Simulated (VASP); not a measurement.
# AlNi (Pm-3m) in VASP: settings compared

Aim: see how the results for AlNi move with the level of theory and the settings. Levels: LDA, PBE. Tasks: single point.

Program: VASP 6.6.1. These are calculated values, not measurements. Logs are shortened: lines on timing, memory, paths and dates and some standing lists are left out, and cuts for length are marked.

## Step 1: The cell of the first run

It takes space group Pm-3m (No. 221, cubic). Conventional cell: a = 2.900 Å, b = 2.900 Å, c = 2.900 Å, α = 90.00°, β = 90.00°, γ = 90.00°. Ni (site symmetry m-3m) has 8 Al at 2.51 Å and 6 Ni at 2.90 Å within 3.3 Å. Within 3.3 Å of Al (site symmetry m-3m) lie 8 Ni at 2.51 Å and 6 Al at 2.90 Å.

## Step 2: Single point, LDA, collinear spin, ferromagnetic start

Contents of INCAR:

```
PREC = Accurate
ENCUT = 520
EDIFF = 1E-6
ISMEAR = -1
SIGMA = 0.05
LREAL = False
LASPH = True
NELM = 150
ALGO = Normal
ISIF = 2
LWAVE = False
LCHARG = True
ISPIN = 2
MAGMOM = 1 0
LORBIT = 11
LMAXMIX = 4
LELF = True
LVHAR = True
NBANDS = 18
```

Contents of KPOINTS:

```
Automatic mesh
0
Gamma
  9 9 9
```

Contents of POSCAR:

```
AlNi
1.0
    2.9000800262      0.0000000000      0.0000000000
    0.0000000000      2.9000800262      0.0000000000
    0.0000000000      0.0000000000      2.9000800262
Ni Al
1 1
Direct
    0.5000000000      0.5000000000      0.5000000000
    0.0000000000      0.0000000000      0.0000000000
```

Potentials or basis: VASP PAW LDA potentials, release 64 (Ni, Al).

Command:

```
cat potpaw_LDA.64/Ni/POTCAR potpaw_LDA.64/Al/POTCAR > POTCAR
mpirun -np 1 vasp_std > vasp.out
```

OUTCAR:

```text
PREC = Accurate
   ENCUT = 520
   EDIFF = 1E-6
   ISMEAR = -1
   LREAL = False
   LASPH = True
   NELM = 150
   ISIF = 2
   ISPIN = 2
   LORBIT = 11

 ion  position               nearest neighbor table
   1  0.500  0.500  0.500-   2 2.51   2 2.51   2 2.51   2 2.51   2 2.51   2 2.51   2 2.51   2 2.51

   2  0.000  0.000  0.000-   1 2.51   1 2.51   1 2.51   1 2.51   1 2.51   1 2.51   1 2.51   1 2.51

  LATTYP: Found a simple cubic cell.
 ALAT       =     2.9000800262

  Lattice vectors:

 A1 = (   2.9000800262,   0.0000000000,   0.0000000000)
 A2 = (   0.0000000000,   2.9000800262,   0.0000000000)
 A3 = (   0.0000000000,   0.0000000000,   2.9000800262)

Analysis of symmetry for initial positions (statically):
=====================================================================
 Subroutine PRICEL returns:
 Original cell was already a primitive cell.

 Routine SETGRP: Setting up the symmetry group for a
 simple cubic supercell.

 Subroutine GETGRP returns: Found 48 space group operations
 (whereof 48 operations were pure point group operations)
 out of a pool of 48 trial point group operations.

The static configuration has the point symmetry O_h .

Analysis of symmetry for dynamics (positions and initial velocities):
=====================================================================
 Subroutine PRICEL returns:
 Original cell was already a primitive cell.

 Routine SETGRP: Setting up the symmetry group for a
 simple cubic supercell.

 Subroutine GETGRP returns: Found 48 space group operations
 (whereof 48 operations were pure point group operations)
 out of a pool of 48 trial point group operations.

The dynamic configuration has the point symmetry O_h .

Analysis of structural, dynamic, and magnetic symmetry:
=====================================================================
 Subroutine PRICEL returns:
 Original cell was already a primitive cell.

 Routine SETGRP: Setting up the symmetry group for a
 simple cubic supercell.

 Subroutine GETGRP returns: Found 48 space group operations
 (whereof 48 operations were pure point group operations)
 out of a pool of 48 trial point group operations.

The overall configuration has the point symmetry O_h .

 Subroutine INISYM returns: Found 48 space group operations
 (whereof 48 operations are pure point group operations),
 and found     1 'primitive' translations

----------------------------------------------------------------------------------------

                                     Primitive cell

  volume of cell :      24.3910

  direct lattice vectors                    reciprocal lattice vectors
     2.900080026  0.000000000  0.000000000     0.344818071  0.000000000  0.000000000
     0.000000000  2.900080026  0.000000000     0.000000000  0.344818071  0.000000000
     0.000000000  0.000000000  2.900080026     0.000000000  0.000000000  0.344818071

  length of vectors
     2.900080026  2.900080026  2.900080026     0.344818071  0.344818071  0.344818071

  position of ions in fractional coordinates (direct lattice)
     0.500000000  0.500000000  0.500000000
     0.000000000  0.000000000  0.000000000

  ion indices of the primitive-cell ions
   primitive index   ion index
                 1           1
                 2           2

----------------------------------------------------------------------------------------

 KPOINTS: Automatic mesh

Automatic generation of k-mesh.
 Grid dimensions read from file:
 generate k-points for:    9    9    9

 Generating k-lattice:

  Cartesian coordinates                     Fractional coordinates (reciprocal lattice)
     0.038313119  0.000000000  0.000000000     0.111111111  0.000000000  0.000000000
     0.000000000  0.038313119  0.000000000     0.000000000  0.111111111  0.000000000
     0.000000000  0.000000000  0.038313119     0.000000000  0.000000000  0.111111111

  Length of vectors
     0.038313119  0.038313119  0.038313119

  Shift w.r.t. Gamma in fractional coordinates (k-lattice)
     0.000000000  0.000000000  0.000000000

 Subroutine IBZKPT returns following result:
 ===========================================

 Found     35 irreducible k-points:

 Following reciprocal coordinates:
            Coordinates               Weight
  0.000000  0.000000  0.000000      1.000000
  0.111111  0.000000  0.000000      6.000000
  0.222222  0.000000  0.000000      6.000000
  0.333333  0.000000  0.000000      6.000000
  0.444444  0.000000  0.000000      6.000000
  0.111111  0.111111  0.000000     12.000000
[... 16 lines left out ...]
  0.333333  0.333333  0.111111     24.000000
  0.444444  0.333333  0.111111     48.000000
 [... further k-points ...]
   k-points           NKPTS =     35   k-points in BZ     NKDIM =     35   number of bands    NBANDS=     18
   number of dos      NEDOS =    301   number of ions     NIONS =      2
   total plane-waves  NPLWV =  13824
   dimension x,y,z NGX =    24 NGY =   24 NGZ =   24
   dimension x,y,z NGXF=    48 NGYF=   48 NGZF=   48
   ions per type =               1   1
   NGX,Y,Z   is equivalent  to a cutoff of  13.76, 13.76, 13.76 a.u.
   NGXF,Y,Z  is equivalent  to a cutoff of  27.52, 27.52, 27.52 a.u.
 SYSTEM =  unknown system
   PREC   = accura    normal or accurate (medium, high low for compatibility)
   ISTART =      0    job   : 0-new  1-cont  2-samecut
   ICHARG =      2    charge: 1-file 2-atom 10-const
   ISPIN  =      2    spin polarized calculation?
   LNONCOLLINEAR =      F non collinear calculations
   LSORBIT =      F    spin-orbit coupling
   LASPH  =      T    aspherical Exc in radial PAW
   ENCUT  =  520.0 eV  38.22 Ry    6.18 a.u.   5.39  5.39  5.39*2*pi/ulx,y,z
   NELM   =    150;   NELMIN=  2; NELMDL= -5     # of ELM steps
   EDIFF  = 0.1E-05   stopping-criterion for ELM
   LREAL  =      F    real-space projection
   EDIFFG = 0.1E-04   stopping-criterion for IOM
   NSW    =      0    number of steps for IOM
   IBRION =     -1    ionic relax: 0-MD 1-quasi-New 2-CG
   NFREE  =      0    steps in history (QN), initial steepest desc. (CG)
   ISIF   =      2    stress and relaxation
   ISYM   =      2    0-nonsym 1-usesym 2-fastsym
   POTIM  = 0.5000    time-step for ionic-motion
   TEBEG  =    0.0;   TEEND  =   0.0 temperature during run
   PSTRESS=    0.0 pullay stress
   NELECT =      13.0000    total number of electrons
   NUPDOWN=      -1.0000    fix difference up-down
   EMIN   =  10.00;   EMAX   =-10.00  energy-range for DOS
   EFERMI =   0.00;   METHOD = LEGACY
   ISMEAR =    -1;   SIGMA  =   0.05  broadening in eV -4-tet -1-fermi 0-gaus
   EFERMI_NEDOS =   21; number of points for ismear=-14 and -15
   IALGO  =     38    algorithm
   IMIX   =      4    mixing-type and parameters
     AMIX     =   0.40;   BMIX     =  1.00
     AMIX_MAG =   1.60;   BMIX_MAG =  1.00
  volume/ion in A,a.u.               =      12.20        82.30
  Fermi-wavevector in a.u.,A,eV,Ry     =   1.327331  2.508292 23.970854  1.761808
  Thomas-Fermi vector in A             =   2.456651
   LORBIT       =     11    0 simple, 1 ext, 2 COOP (PROOUT), +10 PAW based schemes
   GGA     = CA    functional components
   LHFCALC =     F    Hartree Fock is set to
   AEXX    =    0.0000 exact exchange contribution
   IVDW    =     0    specifies the selected vdW correction
   LEPSILON=     F    determine dielectric tensor
   LRPA    =     F    only Hartree local field effects (RPA)
 spin polarized calculation
  energy-cutoff  :      520.00
  volume of cell :       24.39
 maximum number of plane-waves:       691
 NGX is ok and might be reduce to    24
   NGX = 11   NGY = 11   NGZ = 11

 number of electron      13.0000011 magnetization      -0.0009717

 number of electron      13.0000011 magnetization       0.0001882

 Free energy of the ion-electron system (eV)
  ---------------------------------------------------
  ext. energy  EPLUGINS =         0.00000000
  ---------------------------------------------------
  free energy    TOTEN  =       -12.13525270 eV

  energy without entropy =      -12.12839316  energy(sigma->0) =      -12.13182293

 E-fermi :   9.4807     XC(G=0): -12.2053

 val. band max:        9.4357988908   @ k =   0.3333   0.3333   0.0000
 cond. band min:       9.5207568232   @ k =   0.3333   0.1111   0.1111
 fundamental gap:      0.0849579323
 Fermi energy:         9.4806596688

 spin component 1

 k-point     1 :       0.0000    0.0000    0.0000
  band No.  band energies     occupation
      1      -1.4493      1.00000
      2       6.3271      1.00000
      3       6.3271      1.00000
      4       7.9527      1.00000
      5       7.9527      1.00000
      6       7.9527      1.00000
[... 10 lines left out ...]
     17      32.7634      0.00000
     18      32.7634      0.00000
[... 463 lines left out ...]
 k-point    24 :       0.4444    0.3333    0.1111
  band No.  band energies     occupation
      1       3.5745      1.00000
      2       5.1575      1.00000
      3       6.5564      1.00000
      4       7.0508      1.00000
      5       7.5930      1.00000
      6       7.7469      1.00000
[... 10 lines left out ...]
     17      31.7348      0.00000
     18      35.4993      0.00000

 [... further k-points ...]

 spin component 2

 k-point     1 :       0.0000    0.0000    0.0000
  band No.  band energies     occupation
      1      -1.4493      1.00000
      2       6.3272      1.00000
      3       6.3272      1.00000
      4       7.9527      1.00000
      5       7.9527      1.00000
      6       7.9527      1.00000
[... 10 lines left out ...]
     17      32.7634      0.00000
     18      32.7634      0.00000
[... 463 lines left out ...]
 k-point    24 :       0.4444    0.3333    0.1111
  band No.  band energies     occupation
      1       3.5745      1.00000
      2       5.1575      1.00000
      3       6.5564      1.00000
      4       7.0509      1.00000
      5       7.5930      1.00000
      6       7.7469      1.00000
[... 10 lines left out ...]
     17      31.7348      0.00000
     18      35.4995      0.00000

 [... further k-points ...]
[... 5 lines left out ...]
  --------------------------------------------------------------------------------------
  -------------------------------------------------------------------------------------
  Total       -1.6919965     -1.6919965     -1.6919965     -0.0000000      0.0000000     -0.0000000
  in kB     -111.1424810   -111.1424810   -111.1424810     -0.0000000      0.0000000     -0.0000000
  external PRESSURE =    -111.1424810 kB  Pullay stress =       0.0000000 kB

 VOLUME and BASIS-vectors are now :
 -----------------------------------------------------------------------------
  energy-cutoff  :      520.00
  volume of cell :       24.39
      direct lattice vectors                 reciprocal lattice vectors
     2.900080026  0.000000000  0.000000000     0.344818071  0.000000000  0.000000000
     0.000000000  2.900080026  0.000000000     0.000000000  0.344818071  0.000000000
     0.000000000  0.000000000  2.900080026     0.000000000  0.000000000  0.344818071

 POSITION                                       TOTAL-FORCE (eV/Angst)
 -----------------------------------------------------------------------------------
      1.45004      1.45004      1.45004         0.000000      0.000000      0.000000
      0.00000      0.00000      0.00000         0.000000      0.000000      0.000000
 -----------------------------------------------------------------------------------
    total drift:                                0.000000      0.000000     -0.000000

  FREE ENERGIE OF THE ION-ELECTRON SYSTEM (eV)
  ---------------------------------------------------
  free  energy   TOTEN  =       -12.1352526954 eV

  energy  without entropy=      -12.1283931622  energy(sigma->0) =      -12.13182293

 total charge

# of ion       s       p       d       tot
------------------------------------------
    1        0.474   0.501   8.482   9.457
    2        0.388   0.408   0.000   0.796
--------------------------------------------------
tot          0.862   0.910   8.482  10.253

 magnetization (x)

# of ion       s       p       d       tot
------------------------------------------
    1        0.000  -0.000   0.000   0.000
    2        0.000   0.000   0.000   0.000
--------------------------------------------------
tot          0.000   0.000   0.000   0.000
```

Run time: 18 s. Hardware: 1 thread of Intel Xeon Platinum 8488C (Sapphire Rapids), shared host; peak memory 0.14 GiB.

What came out:

```
Free energy                                           : -12.1353 eV
Pressure                                              : -11.1 GPa
Net moment                                            : 0.00 μB per cell
Valence electrons inside the program's atomic spheres : Ni 9.46; Al 0.80
```

## Step 3: Single point, PBE, collinear spin, ferromagnetic start

Contents of INCAR:

```
  PREC = Accurate
  ENCUT = 520
  EDIFF = 1E-6
  ISMEAR = -1
  SIGMA = 0.05
  LREAL = False
  LASPH = True
  NELM = 150
  ALGO = Normal
  ISIF = 2
  LWAVE = False
  LCHARG = True
  ISPIN = 2
  MAGMOM = 1 0
  LORBIT = 11
  LMAXMIX = 4
  GGA = PE
  LELF = True
  LVHAR = True
  NBANDS = 18
```

KPOINTS is that of step 2.

POSCAR is that of step 2.

Potentials or basis: VASP PAW PBE potentials, release 64 (Ni, Al).

Command:

```
cat potpaw_PBE.64/Ni/POTCAR potpaw_PBE.64/Al/POTCAR > POTCAR
mpirun -np 1 vasp_std > vasp.out
```

OUTCAR:

```text
PREC = Accurate
   ENCUT = 520
   EDIFF = 1E-6
   ISMEAR = -1
   LREAL = False
   LASPH = True
   NELM = 150
   ISIF = 2
   ISPIN = 2
   LORBIT = 11
   GGA = PE

 ion  position               nearest neighbor table
   1  0.500  0.500  0.500-   2 2.51   2 2.51   2 2.51   2 2.51   2 2.51   2 2.51   2 2.51   2 2.51

   2  0.000  0.000  0.000-   1 2.51   1 2.51   1 2.51   1 2.51   1 2.51   1 2.51   1 2.51   1 2.51

  LATTYP: Found a simple cubic cell.
 ALAT       =     2.9000800262

  Lattice vectors:

[... 1225 lines left out ...]
  external PRESSURE =     -12.3690767 kB  Pullay stress =       0.0000000 kB

 VOLUME and BASIS-vectors are now :
 -----------------------------------------------------------------------------
  energy-cutoff  :      520.00
  volume of cell :       24.39
      direct lattice vectors                 reciprocal lattice vectors
     2.900080026  0.000000000  0.000000000     0.344818071  0.000000000  0.000000000
     0.000000000  2.900080026  0.000000000     0.000000000  0.344818071  0.000000000
     0.000000000  0.000000000  2.900080026     0.000000000  0.000000000  0.344818071

 POSITION                                       TOTAL-FORCE (eV/Angst)
 -----------------------------------------------------------------------------------
      1.45004      1.45004      1.45004         0.000000      0.000000      0.000000
      0.00000      0.00000      0.00000         0.000000      0.000000      0.000000
 -----------------------------------------------------------------------------------
    total drift:                                0.000000      0.000000     -0.000000

  FREE ENERGIE OF THE ION-ELECTRON SYSTEM (eV)
  ---------------------------------------------------
  free  energy   TOTEN  =       -10.5368495001 eV

  energy  without entropy=      -10.5299640465  energy(sigma->0) =      -10.53340677

 total charge

# of ion       s       p       d       tot
------------------------------------------
    1        0.467   0.501   8.461   9.430
    2        0.382   0.404   0.000   0.787
--------------------------------------------------
tot          0.850   0.905   8.461  10.217

 magnetization (x)

# of ion       s       p       d       tot
------------------------------------------
    1       -0.000  -0.000   0.000   0.000
    2        0.000   0.000   0.000   0.000
--------------------------------------------------
tot          0.000   0.000   0.000   0.000
```

Wall time 20 s (1 thread of Intel Xeon Platinum 8488C (Sapphire Rapids), shared host); peak memory 0.16 GiB.

Results:

```yaml
Free_energy: -10.5368 eV
Pressure: -1.2 GPa
Net_moment: 0.00 μB per cell
Valence_electrons_inside_the_program's_atomic_spheres: Ni 9.43; Al 0.79
```

Levels at points of the mesh, in eV from the Fermi level:
Spin up:
```csv
k point,band 2,band 3,band 4,band 5,band 6,band 7,band 8,band 9,band 10,band 11
"(0.00, 0.00, 0.00)",-3.14,-3.14,-1.51,-1.51,-1.51,5.42,5.42,5.42,8.07,8.07
```
Spin down:
| k point | band 4 | band 5 | band 6 | band 7 | band 8 | band 9 |
| --- | --- | --- | --- | --- | --- | --- |
| (0.00, 0.00, 0.00) | -1.51 | -1.51 | -1.51 | 5.42 | 5.42 | 5.42 |

## Step 4: Single point, LDA, collinear spin, ferromagnetic start

This run uses another cell than the first one, of 12.43 Å³/atom, 1.020 times its volume.

Contents of INCAR:

```
PREC = Accurate
ENCUT = 520
EDIFF = 1E-6
ISMEAR = -1
SIGMA = 0.05
LREAL = False
LASPH = True
NELM = 150
ALGO = Normal
ISIF = 2
LWAVE = False
LCHARG = True
ISPIN = 2
MAGMOM = 1 0
LORBIT = 11
LMAXMIX = 4
GGA = CA
LELF = True
LVHAR = True
NBANDS = 18
```

KPOINTS is that of step 3.

Contents of POSCAR:

```
AlNi
1.0
    2.9189122424      0.0000000000      0.0000000000
    0.0000000000      2.9189122424      0.0000000000
    0.0000000000      0.0000000000      2.9189122424
Ni Al
1 1
Direct
    0.5000000000      0.5000000000      0.5000000000
    0.0000000000      0.0000000000      0.0000000000
```

Potentials or basis: VASP PAW LDA potentials, release 64 (Ni, Al).

Command:

```
cat potpaw_LDA.64/Ni/POTCAR potpaw_LDA.64/Al/POTCAR > POTCAR
mpirun -np 1 vasp_std > vasp.out
```

It took 21 s on 1 thread of Intel Xeon Platinum 8488C (Sapphire Rapids), shared host; peak memory 0.14 GiB.

The run converged. Its results:

| Item | Value |
| --- | --- |
| Free energy | -12.0983 eV |
| Pressure | -13.6 GPa |
| Net moment | 0.00 μB per cell |
| Valence electrons inside the program's atomic spheres | Ni 9.43; Al 0.79 |

Levels at points of the mesh, in eV from the Fermi level:
Spin up:
| k point | band 4 | band 5 | band 6 | band 7 | band 8 | band 9 |
| --- | --- | --- | --- | --- | --- | --- |
| (0.00, 0.00, 0.00) | -1.49 | -1.49 | -1.49 | 5.32 | 5.32 | 5.32 |
Spin down:
```csv
k point,band 4,band 5,band 6,band 7,band 8,band 9
"(0.00, 0.00, 0.00)",-1.49,-1.49,-1.49,5.32,5.32,5.32
```

## Step 5: The runs side by side

| level | potentials or basis | cell | gap on the mesh (eV) | pressure (GPa) | moment (μB) |
| --- | --- | --- | --- | --- | --- |
| LDA | VASP PAW LDA potentials, release 64 (Ni, Al) | a = 2.900 Å, 2 atoms | none | -11.1 | 0.00 |
| PBE | VASP PAW PBE potentials, release 64 (Ni, Al) | a = 2.900 Å, 2 atoms | none | -1.2 | 0.00 |
| LDA | VASP PAW LDA potentials, release 64 (Ni, Al) | a = 2.919 Å, 2 atoms | none | -13.6 | 0.00 |

Alike in all rows: task single point; spin collinear, ferromagnetic start; k mesh 9 × 9 × 9; cutoff (eV) 520; smearing fermi-dirac 0.05 eV.

Total energies depend on the potentials used, so only differences within one code and one set of settings carry meaning.
